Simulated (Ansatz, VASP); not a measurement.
BaTa3 in VASP and in Ansatz

```
CELL_PARAMETERS angstrom
4.40901 0.00000 0.00000
0.00000 4.40901 0.00000
0.00000 0.00000 4.40901
ATOMIC_POSITIONS crystal
Ba 0.00000 0.00000 0.00000
Ta 0.00000 0.50000 0.50000
Ta 0.50000 0.00000 0.50000
Ta 0.50000 0.50000 0.00000
```

Alike in both runs: task single point; functional PBE; k mesh 4 × 4 × 4; occupations gaussian, width 0.1 eV; no spin polarisation.

|  | VASP | Ansatz |
| --- | --- | --- |
| version | VASP 6.6.1 | Ansatz 0.2.0 |
| potentials or method | VASP PAW PBE potentials, release 64 (Ba_sv, Ta_pv), cutoff 520 eV | scalar-relativistic, plane waves, PAW |
| valence electrons in the cell | 43 | 49 |

VASP gave:

* gap on the k mesh at the Fermi level (eV): none
* pressure (GPa): 4.3

Task: Which values does Ansatz return?

Result: gap on the k mesh at the Fermi level (eV): none; pressure (GPa): 2.4.

A gap of «none» marks a metal or a gap that the smearing closes. VASP's potentials hold 43 valence electrons a cell and Ansatz's 49, so a difference there can come from the potentials and not from the codes.

Spin-orbit coupling is off throughout.
